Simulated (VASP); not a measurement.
## NaCl: single point with LDA

Crystal: NaCl.

```
Na Cl
1.0
     0.00000    2.73179    2.73179
     2.73179    0.00000    2.73179
     2.73179    2.73179    0.00000
Na Cl
1 1
Direct
  0.00000 0.00000 0.00000
  0.50000 0.50000 0.50000
```

```
Program             : VASP 6.6.1
Task                : single point
Functional          : LDA
Potentials or basis : VASP PAW LDA potentials, release 64 (Na_pv, Cl)
Cutoff              : 520 eV
k mesh              : 8 × 8 × 8
Occupations         : fermi-dirac, width 0.02 eV
Spin                : no spin polarisation
```

```json
{
 "Pressure": "0.0 GPa",
 "Band gap on the k mesh": "5.08 eV"
}
```

Levels at points of the mesh, in eV from the valence-band top:
| k point | band 3 | band 4 | band 5 | band 6 | band 7 | band 8 | band 9 | band 10 | band 11 | band 12 |
| --- | --- | --- | --- | --- | --- | --- | --- | --- | --- | --- |
| (0.00, 0.00, 0.00) | -20.63 | -12.82 | 0.00 | 0.00 | 0.00 | 5.08 | 10.93 | 10.93 | 10.93 | 13.29 |
| (0.50, 0.00, 0.00) | -20.63 | -12.35 | -2.34 | -0.33 | -0.33 | 7.05 | 10.90 | 10.90 | 11.05 | 15.17 |
| (0.50, 0.50, 0.00) | -20.64 | -12.30 | -2.01 | -0.72 | -0.72 | 7.44 | 7.63 | 11.63 | 15.19 | 15.19 |

It took 7.1 s on 1 thread of Intel(R) Xeon(R) 6975P-C (Granite Rapids), with other jobs on the host, peak memory 0.14 GiB.

A hybrid or GW would open this gap; LDA tends to underestimate it.
